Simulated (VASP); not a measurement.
Wanted: the native input for a VASP 6.6.1 run.

* Task: single point
* Functional: PBEsol
* Potentials or basis: VASP PAW PBE potentials, release 64 (Ag)
* Cutoff: 500 eV
* k mesh: 8 × 8 × 8
* Occupations: gaussian, width 0.1 eV
* Spin: no spin polarisation
* Dipole correction: no
* Further INCAR settings: ALGO = Normal; EDIFF = 1e-06; NBANDS = 18

The structure of Ag lies in POSCAR:

```
Ag
1.0
   -2.5374423559      2.5374423559      1.3842216450
    2.5374423559     -2.5374423559      1.3842216450
    2.5374423559      2.5374423559     -1.3842216450
Ag
2
Direct
    0.0000000000      0.0000000000      0.0000000000
    0.7500000000      0.2500000000      0.5000000000
```

These files were run (other wordings do the same):

INCAR

```
SYSTEM = Ag
PREC = Accurate
ENCUT = 500
EDIFF = 1E-6
ISMEAR = 0
SIGMA = 0.1
LREAL = .FALSE.
LASPH = .TRUE.
NELM = 120
ALGO = Normal
ISIF = 2
LWAVE = .FALSE.
LCHARG = .FALSE.
GGA = PS
NBANDS = 18
GGA_COMPAT = .FALSE.
```

KPOINTS

```
Automatic mesh
0
G
  8 8 8
  0 0 0
```

Potentials or basis: VASP PAW PBE potentials, release 64 (Ag).

The run is started by

```console
$ cat potpaw_PBE.64/Ag/POTCAR > POTCAR
$ mpirun -np 1 vasp_std > vasp.out
```

It gave:

The pressure is 3.3 GPa and the band gap on the k mesh is zero (band 11 reaches 9.93 eV, above the bottom of band 12 at 5.08 eV).

Caveat: the PAW data sets were made with another functional, which shifts forces and pressure a little.

Wall time 54 s on 1 thread of Intel Xeon 8259CL, with other jobs on the host, peak memory 0.17 GiB.
